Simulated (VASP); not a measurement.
## Ti12H (a cell with a defect): single point with PBEsol

System: Ti12H (a cell with a defect).

```xyz
13
Lattice="5.9000 0.0000 0.0000 -4.4250 7.6643 0.0000 0.0000 0.0000 4.6846" Properties=species:S:1:pos:R:3 pbc="T T T"
Ti   -0.0016    0.0064    0.0210
Ti   -0.0054    1.6887    2.3463
Ti   -1.4470    2.5369    0.0055
Ti   -1.4364    4.2836    2.3420
Ti   -2.9522    5.1385   -0.0053
Ti   -2.9480    6.8251    2.3391
Ti    2.9436   -0.0089    0.0090
Ti    2.9470    1.6723    2.3507
Ti    1.4376    2.5346    0.0041
Ti    1.4408    4.2791    2.3443
Ti   -0.0003    5.1282    0.0034
Ti   -0.0048    6.8090    2.3285
H     2.9386    3.4119    3.5223
```

```json
{"Program": "VASP 6.6.1", "Task": "single point", "Functional": "PBEsol", "Potentials or basis": "VASP PAW PBE potentials, release 64 (Ti_sv, H)", "Cutoff": "520 eV", "k mesh": "4 × 3 × 5", "Occupations": "gaussian, width 0.1 eV", "Spin": "no spin polarisation", "Dipole correction": "no", "Further INCAR settings": "ALGO = Normal; EDIFF = 1e-06; NBANDS = 84"}
```

```
Pressure               : -5.3 GPa
Largest force          : 0.036 eV/Å
Band gap on the k mesh : zero (an odd number of electrons rules out a gap without spin polarisation)
```

Forces in eV/Å, atoms in the order of the input:
```
Ti  -0.006 -0.007  0.020
Ti  -0.002  0.003 -0.005
Ti   0.003 -0.003  0.003
Ti  -0.014  0.000  0.003
Ti  -0.003  0.020  0.011
Ti  -0.014 -0.015 -0.015
Ti   0.007  0.005  0.012
Ti   0.003  0.018  0.006
Ti  -0.027 -0.018  0.015
Ti   0.003  0.009 -0.012
Ti   0.009 -0.006 -0.001
Ti   0.017  0.008 -0.019
H    0.023 -0.014 -0.018
```

Stress tensor (GPa, compression positive):
```
-5.23  0.09  0.01
 0.09 -5.07  0.00
 0.01  0.00 -5.47
```

Levels at points of the mesh, in eV from the Fermi level:
| k point | band 68 | band 69 | band 70 | band 71 | band 72 | band 73 | band 74 | band 75 | band 76 | band 77 |
| --- | --- | --- | --- | --- | --- | --- | --- | --- | --- | --- |
| (0.00, 0.00, 0.00) | -0.78 | -0.66 | -0.60 | 0.08 | 0.28 | 0.38 | 0.48 | 0.50 | 0.54 | 0.59 |
| (0.50, 0.00, 0.00) | -0.95 | -0.71 | -0.70 | -0.51 | -0.45 | 0.01 | 0.19 | 0.29 | 0.35 | 0.56 |

It took 13 min on 1 thread of Oxide Virtual Turin-like Processor, on a shared host, peak memory 0.54 GiB.

Caveat: the PAW data sets were made with another functional, which shifts forces and pressure a little.
